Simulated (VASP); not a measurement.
## SnO: single point with PBEsol+D3(BJ)

The system is SnO.

```xyz
4
Lattice="3.7908 0.0000 0.0000 0.0000 3.7908 0.0000 0.0000 0.0000 4.6500" Properties=species:S:1:pos:R:3 pbc="T T T"
Sn    1.8954    0.0000    1.1530
Sn    0.0000    1.8954    3.4970
O     0.0000    0.0000    0.0000
O     1.8954    1.8954    0.0000
```

```yaml
Program: VASP 6.6.1
Task: single point
Functional: PBEsol
Dispersion: D3(BJ)
Potentials_or_basis: VASP PAW PBE potentials, release 64 (Sn_d, O)
Cutoff: 520 eV
k_mesh: 12 × 12 × 10
Occupations: gaussian, width 0.1 eV
Spin: no spin polarisation
Dipole_correction: no
Further_INCAR_settings: ALGO = Normal; EDIFF = 1e-06; NBANDS = 28
```

The pressure is -1.0 GPa, the largest force is 0.084 eV/Å and the band gap on the k mesh is zero (bands 20 and 21 overlap by 0.28 eV). The dispersion energy per atom is -0.226 eV.

Forces on the atoms (eV/Å):
```
Sn   0.000  0.000  0.084
Sn   0.000  0.000 -0.084
O    0.000  0.000  0.000
O    0.000  0.000  0.000
```

Levels at points of the mesh, in eV from the Fermi level:
```tsv
k point	band 17	band 18	band 19	band 20	band 21	band 22	band 23	band 24
(0.00, 0.00, 0.00)	-3.58	-3.27	-3.27	-0.03	2.22	4.41	4.41	4.76
(0.50, 0.00, 0.00)	-5.00	-5.00	-2.92	-2.92	3.35	3.35	5.78	5.78
(0.50, 0.50, 0.00)	-2.59	-2.59	-1.95	-1.95	-0.29	-0.29	4.41	4.41
(0.00, 0.00, 0.50)	-3.29	-3.29	-2.84	-2.26	1.58	2.58	2.58	3.45
(0.50, 0.00, 0.50)	-4.94	-4.94	-1.80	-1.80	2.74	2.74	5.18	5.18
(0.50, 0.50, 0.50)	-2.96	-2.96	-2.59	-2.59	2.18	2.18	4.33	4.33
```

Run time: 6.6 min on 1 thread of Intel Xeon 8259CL, on a shared host, peak memory 0.36 GiB.

Caveat: semilocal functionals underestimate gaps, and a narrow one can read as zero; the PAW data sets were made with another functional, which shifts forces and pressure a little; spin-orbit coupling is left out, which moves the levels of the heavy elements.
